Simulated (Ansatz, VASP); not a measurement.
# Two plane-wave programs on Nb

File INCAR:

```
SYSTEM = Nb
  ALGO = Normal
  EDIFF = 1E-6
  ENCUT = 520
  GGA = PS
  ISIF = 2
  ISMEAR = -1
  LASPH = .True.
  LCHARG = .False.
  LREAL = .False.
  LWAVE = .False.
  NBANDS = 12
  NELM = 80
  PREC = Accurate
  SIGMA = 0.1
```

Contents of KPOINTS:

```
k-points
0
Gamma
  14 14 14
  0 0 0
```

The input POSCAR:

```
Nb
1.0
    2.1295692589      0.0000000000      0.0000000000
    0.0000000000      2.1295692589      0.0000000000
    0.0000000000      0.0000000000      2.1295692589
Nb
1
Direct
    0.0000000000      0.0000000000      0.0000000000
```

Input for Ansatz:

```yaml
crystal:
  lattice:
    - [2.1295692589, 0.0, 0.0]
    - [0.0, 2.1295692589, 0.0]
    - [0.0, 0.0, 2.1295692589]
  atoms:
    - { symbol: Nb, position: [0.0, 0.0, 0.0] }
kpoints:
  mp_grid: { grid: [14, 14, 14] }
scf:
  occupations: { method: fermi_dirac, width: 0.1 }
hamiltonian:
  xc: pbesol
  pseudopotentials: { kind: paw }
output:
  forces: true
  stress: true
  eigenvalues: true
  populations: true
```

Change from the starting cell: volume scaled by 0.5, PAW files.

Alike in both runs: task single point; functional PBEsol; k mesh 14 × 14 × 14; occupations fermi-dirac, width 0.1 eV; no spin polarisation.

|  | VASP | Ansatz |
| --- | --- | --- |
| version | VASP 6.6.1 | Ansatz 0.2.0 |
| potentials or method | VASP PAW PBE potentials, release 64 (Nb_sv) | PAW with Ansatz's default frozen-core files, scalar-relativistic |
| plane-wave cutoff (eV) | 520 | 420 |
| valence electrons in the cell | 13 | 13 |

VASP gave:

```
pressure (GPa) : 391.8
```

Problem. Which values does Ansatz return?

Solution. Pressure (GPa): 390.0.

VASP's potentials were made for PBE, not for PBEsol. Both programs put the cell under a high pressure, so it lies far from rest at this level.

Noted on VASP's run: the cell as given lies far from equilibrium.
